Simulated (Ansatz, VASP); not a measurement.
**One calculation of Al5P2, two programs**

INCAR

```
SYSTEM = Al5P2
ALGO     = Normal         ! electronic algorithm
EDIFF    = 1E-7           ! SCF threshold, eV
ENCUT    = 520            ! plane-wave cutoff, eV
GGA      = PE             ! functional
ISIF     = 2              ! what is computed and relaxed
ISMEAR   = 0              ! smearing method
LASPH    = .True.         ! aspherical terms in the spheres
LCHARG   = .False.        ! write CHGCAR
LREAL    = .False.        ! projectors in reciprocal space
LWAVE    = .False.        ! write WAVECAR
NBANDS   = 22             ! bands
NELM     = 100            ! most SCF steps
PREC     = Accurate       ! precision mode
SIGMA    = 0.2            ! smearing width, eV
```

The input KPOINTS:

```
k-points
0
Gamma
  6 6 2
  0 0 0
```

The input POSCAR:

```
Al5P2
1.0
    3.8096228092      0.0000000000      0.0000000000
    0.0000000000      3.8096228092      0.0000000000
    0.0000000000      0.0000000000      9.9679676556
Al P
5 2
Direct
    0.0000000000      0.0000000000      0.0000000000
    0.5000000000      0.5000000000      0.7138473326
    0.5000000000      0.5000000000      0.2861526674
    0.5000000000      0.0000000000      0.5165067347
    0.0000000000      0.5000000000      0.4834932653
    0.5000000000      0.0000000000      0.1420949422
    0.0000000000      0.5000000000      0.8579050578
```

Input for Ansatz:

```yaml
crystal:
  lattice:
    - [3.8096228092, 0.0, 0.0]
    - [0.0, 3.8096228092, 0.0]
    - [0.0, 0.0, 9.9679676556]
  atoms:
    - { symbol: Al, position: [0.0, 0.0, 0.0] }
    - { symbol: Al, position: [0.5, 0.5, 0.7138473326] }
    - { symbol: Al, position: [0.5, 0.5, 0.2861526674] }
    - { symbol: Al, position: [0.5, 0.0, 0.5165067347] }
    - { symbol: Al, position: [0.0, 0.5, 0.4834932653] }
    - { symbol: P, position: [0.5, 0.0, 0.1420949422] }
    - { symbol: P, position: [0.0, 0.5, 0.8579050578] }
basis:
  ecutwfc: 420
kpoints:
  mp_grid: { grid: [6, 6, 2] }
hamiltonian:
  xc: pbe
scf:
  occupations: { method: gaussian, width: 0.2 }
  lower_state_search: "off"
output:
  forces: true
  stress: true
  eigenvalues: true
```

Alike in both runs: task single point; functional PBE; k mesh 6 × 6 × 2; occupations gaussian, width 0.2 eV; no spin polarisation.

|  | VASP | Ansatz |
| --- | --- | --- |
| version | VASP 6.6.1 | Ansatz 0.2.0 |
| potentials or method | VASP PAW PBE potentials, release 64 (Al, P), cutoff 520 eV | scalar-relativistic, plane waves, PAW |
| valence electrons in the cell | 25 | 25 |

Ansatz gave:

```
gap on the k mesh at the Fermi level (eV)                     : none
pressure (GPa)                                                : 0.0
traceless stress, the component that is largest in VASP (GPa) : 0.37
rms of the force components (eV/Å)                            : 0.037
```

Question: Estimate VASP's values.

Answer: gap on the k mesh at the Fermi level (eV): none; pressure (GPa): -0.1; traceless stress, the component that is largest in VASP (GPa): 0.37; rms of the force components (eV/Å): 0.038.

Atom by atom the forces differ by 0.002 eV/Å (rms over components). A gap of «none» marks a metal or a gap that the smearing closes. The functional is the same, so the differences come from potentials, cutoffs and numerics.
